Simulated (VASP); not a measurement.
A run of VASP 6.6.1 is set up as follows.

Contents of INCAR:

```
PREC     = Accurate       # precision mode
ENCUT    = 520            # plane-wave cutoff, eV
EDIFF    = 1E-6           # SCF threshold, eV
ISMEAR   = -1             # smearing method
SIGMA    = 0.1            # smearing width, eV
LREAL    = F              # projectors in reciprocal space
LASPH    = T              # aspherical terms in the spheres
NELM     = 60             # most SCF steps
ALGO     = Normal         # electronic algorithm
ISIF     = 2              # what is computed and relaxed
LWAVE    = F              # write WAVECAR
LCHARG   = F              # write CHGCAR
GGA      = PS             # functional
NBANDS   = 16             # bands
```

File KPOINTS:

```
Automatic mesh
0
Gamma
  10 10 10
```

The input POSCAR:

```
CdTe
1.0
    0.0000000000      3.2447046466      3.2447046466
    3.2447046466      0.0000000000      3.2447046466
    3.2447046466      3.2447046466      0.0000000000
Cd Te
1 1
Direct
    0.0000000000      0.0000000000      0.0000000000
    0.7500000000      0.7500000000      0.7500000000
```

Potentials or basis: VASP PAW PBE potentials, release 64 (Cd, Te).

Launch:

```sh
$ cat potpaw_PBE.64/Cd/POTCAR potpaw_PBE.64/Te/POTCAR > POTCAR
$ mpirun -np 1 vasp_std > vasp.out
```

**Question.** Predict the pressure.

**Answer.** 0.2 GPa.

**Question.** Estimate the band gap on the k mesh.

**Answer.** 0.65 eV, direct.

Caveat: the PAW data sets were made with another functional, which shifts forces and pressure a little; spin-orbit coupling is left out, which moves the levels of the heavy elements. A hybrid or GW would open this gap; PBEsol tends to underestimate it.
